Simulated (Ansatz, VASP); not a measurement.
**One calculation of AlH4, two programs**

The input INCAR:

```
SYSTEM = AlH4
ALGO = Normal
EDIFF = 1E-6
EDIFFG = -0.04
ENCUT = 600
GGA = PE
IBRION = 2
ISIF = 3
ISMEAR = 0
LASPH = .True.
LCHARG = .False.
LREAL = .False.
LWAVE = .False.
NELM = 80
NSW = 90
PREC = Accurate
SIGMA = 0.1
```

The input KPOINTS:

```
k-points
0
Gamma
  6 6 4
  0 0 0
```

File POSCAR:

```
AlH4
1.0
    3.1069801200      0.0000000000      0.0000000000
   -1.5534900600      2.6907237100      0.0000000000
    0.0000000000      0.0000000000      6.7900305000
Al H
1 4
Direct
    0.3333333300      0.6666666700      0.0000000000
    0.6666666700      0.3333333300      0.5000000000
    0.6666666700      0.3333333300      0.2184312800
    0.6666666700      0.3333333300      0.7815687200
    0.6666666700      0.3333333300      0.0000000000
```

Input for Ansatz:

```yaml
crystal:
  lattice:
    - [3.10698012, 0.0, 0.0]
    - [-1.55349006, 2.69072371, 0.0]
    - [0.0, 0.0, 6.7900305]
  atoms:
    - { symbol: Al, position: [0.33333333, 0.66666667, 0.0] }
    - { symbol: H, position: [0.66666667, 0.33333333, 0.5] }
    - { symbol: H, position: [0.66666667, 0.33333333, 0.21843128] }
    - { symbol: H, position: [0.66666667, 0.33333333, 0.78156872] }
    - { symbol: H, position: [0.66666667, 0.33333333, 0.0] }
basis:
  ecutwfc: 420
kpoints:
  mp_grid: { grid: [6, 6, 4] }
hamiltonian:
  xc: pbe
scf:
  occupations: { method: gaussian, width: 0.1 }
  lower_state_search: "off"
output:
  forces: true
  stress: true
  eigenvalues: true
relax:
  adjacent_minimum: "off"
  f_tol: 0.04
  max_steps: 70
  cell: { stress_tol: 0.4 }
```

Alike in both runs: task relaxation of cell and atoms; functional PBE; k mesh 6 × 6 × 4; occupations gaussian, width 0.1 eV; no spin polarisation.

```csv
,VASP,Ansatz
version,VASP 6.6.1,Ansatz 0.2.0
potentials or method,"VASP PAW PBE potentials, release 64 (Al, H), cutoff 600 eV","scalar-relativistic, plane waves, PAW"
valence electrons in the cell,7,7
```

VASP gave:

```
gap on the k mesh at the Fermi level, each at its own relaxed structure (eV) : none
relaxed volume (Å³/atom)                                                     : 9.01
relaxed length of the cell vector where the two differ most in proportion (Å)              : 3.040
```

Problem. What did Ansatz give for the same quantities?

Solution. gap on the k mesh at the Fermi level, each at its own relaxed structure (eV): none; relaxed volume (Å³/atom): 9.05; relaxed length of the cell vector where the two differ most in proportion (Å): 3.050.

A gap of «none» marks a metal or a gap that the smearing closes.

The k mesh is coarse, so the values compare programs but aren't converged. Noted on VASP's run: the volume moved by over 15 % at a fixed basis, so the end points are rough.
